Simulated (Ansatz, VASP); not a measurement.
LaB in VASP and in Ansatz

The input INCAR:

```
PREC = Accurate
ENCUT = 520
EDIFF = 1E-6
ISMEAR = 0
SIGMA = 0.05
LREAL = F
LASPH = T
NELM = 100
ALGO = Normal
ISIF = 2
LWAVE = F
LCHARG = T
GGA = CA
LELF = T
LVHAR = T
NBANDS = 14
```

File KPOINTS:

```
Automatic mesh
0
Gamma
  10 10 10
```

File POSCAR:

```
LaB
1.0
    0.0000000000      2.8357827665      2.8357827665
    2.8357827665      0.0000000000      2.8357827665
    2.8357827665      2.8357827665      0.0000000000
La B
1 1
Direct
    0.5000000000      0.5000000000      0.5000000000
    0.0000000000      0.0000000000      0.0000000000
```

Input for Ansatz:

```yaml
crystal:
  lattice:
    - [0.0, 2.8357827665, 2.8357827665]
    - [2.8357827665, 0.0, 2.8357827665]
    - [2.8357827665, 2.8357827665, 0.0]
  atoms:
    - { symbol: La, position: [0.5, 0.5, 0.5] }
    - { symbol: B, position: [0.0, 0.0, 0.0] }
basis:
  ecutwfc: 420
  ecutrho_ratio: 4
kpoints:
  mp_grid: { grid: [10, 10, 10] }
hamiltonian:
  xc: lda
scf:
  occupations: { method: gaussian, width: 0.05 }
output:
  forces: true
  stress: true
  eigenvalues: true
  populations: true
  hubbard: { sites: [{ species: La, l: f }] }
```

Alike in both runs: task single point; functional LDA; k mesh 10 × 10 × 10; occupations gaussian, width 0.05 eV; no spin polarisation.

|  | VASP | Ansatz |
| --- | --- | --- |
| version | VASP 6.6.1 | Ansatz 0.2.0 |
| potentials or method | VASP PAW LDA potentials, release 64 (La, B), cutoff 520 eV | scalar-relativistic, plane waves, PAW |
| valence electrons in the cell | 14 | 14 |

Ansatz gave:

| Property | Result |
| --- | --- |
| gap on the k mesh at the Fermi level (eV) | none |
| pressure (GPa) | -4.2 |

**Question.** Which values does VASP return?

**Answer.** gap on the k mesh at the Fermi level (eV): none; pressure (GPa): -4.3.

LDA's correlation is that of Perdew and Zunger in VASP and of Perdew and Wang (1992) in Ansatz. A gap of «none» marks a metal or a gap that the smearing closes.

Neither program's run includes spin-orbit coupling.
